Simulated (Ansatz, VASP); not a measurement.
# Two plane-wave programs on Al

```
Al
1.0
    -1.55133    1.55133    1.55133
     1.55133   -1.55133    1.55133
     1.55133    1.55133   -1.55133
Al
1
Direct
  0.00000 0.00000 0.00000
```

Alike in both runs: task single point; functional PBE; k mesh 15 × 15 × 15; occupations fermi-dirac, width 0.1 eV; no spin polarisation.

|  | VASP | Ansatz |
| --- | --- | --- |
| version | VASP 6.6.1 | Ansatz 0.2.0 |
| potentials or method | VASP PAW PBE potentials, release 64 (Al), cutoff 520 eV | plane waves (420 eV) with PAW, scalar-relativistic |
| valence electrons in the cell | 3 | 3 |

|  | VASP | Ansatz | Ansatz less VASP |
| --- | --- | --- | --- |
| pressure (GPa) | 11.3 | 11.3 | +0.02 |

The functional is the same, so the differences come from potentials, cutoffs and numerics.
